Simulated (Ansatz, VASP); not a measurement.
Two plane-wave programs on Na

Contents of INCAR:

```
SYSTEM = Na
PREC = Accurate
ENCUT = 520
EDIFF = 1E-7
ISMEAR = 0
SIGMA = 0.15
LREAL = .FALSE.
LASPH = .TRUE.
NELM = 60
ALGO = Fast
ISIF = 2
LWAVE = .FALSE.
LCHARG = .FALSE.
GGA = PS
NBANDS = 14
```

KPOINTS

```
regular mesh
0
G
  18 18 10
  0 0 0
```

The input POSCAR:

```
Na
1.0
    4.0578788133      0.0000000000      0.0000000000
   -2.0289394067      3.5142261378      0.0000000000
    0.0000000000      0.0000000000      5.3033564330
Na
2
Direct
    0.3333333333      0.6666666667      0.2500000000
    0.6666666667      0.3333333333      0.7500000000
```

Input for Ansatz:

```yaml
crystal:
  lattice:
    - [4.0578788133, 0.0, 0.0]
    - [-2.0289394067, 3.5142261378, 0.0]
    - [0.0, 0.0, 5.303356433]
  atoms:
    - { symbol: Na, position: [0.3333333333, 0.6666666667, 0.25] }
    - { symbol: Na, position: [0.6666666667, 0.3333333333, 0.75] }
basis:
  ecutwfc: 420
kpoints:
  mp_grid: { grid: [18, 18, 10] }
hamiltonian:
  xc: pbesol
scf:
  occupations: { method: gaussian, width: 0.15 }
output:
  forces: true
  stress: true
  eigenvalues: true
```

Alike in both runs: task single point; functional PBEsol; k mesh 18 × 18 × 10; occupations gaussian, width 0.15 eV; no spin polarisation.

```csv
,VASP,Ansatz
version,VASP 6.6.1,Ansatz 0.2.0
potentials or method,"VASP PAW PBE potentials, release 64 (Na_pv), cutoff 520 eV","scalar-relativistic, plane waves, PAW"
valence electrons in the cell,14,18
```

Ansatz gave:

```
gap on the k mesh at the Fermi level (eV)                     : none
pressure (GPa)                                                : -0.1
traceless stress, the component that is largest in VASP (GPa) : 1.04
```

Task: Which values does VASP return?

Result: gap on the k mesh at the Fermi level (eV): none; pressure (GPa): 0.0; traceless stress, the component that is largest in VASP (GPa): 1.04.

VASP's potentials were made for PBE, not for PBEsol. A gap of «none» marks a metal or a gap that the smearing closes. VASP's potentials hold 14 valence electrons a cell and Ansatz's 18, so a difference there can come from the potentials and not from the codes.
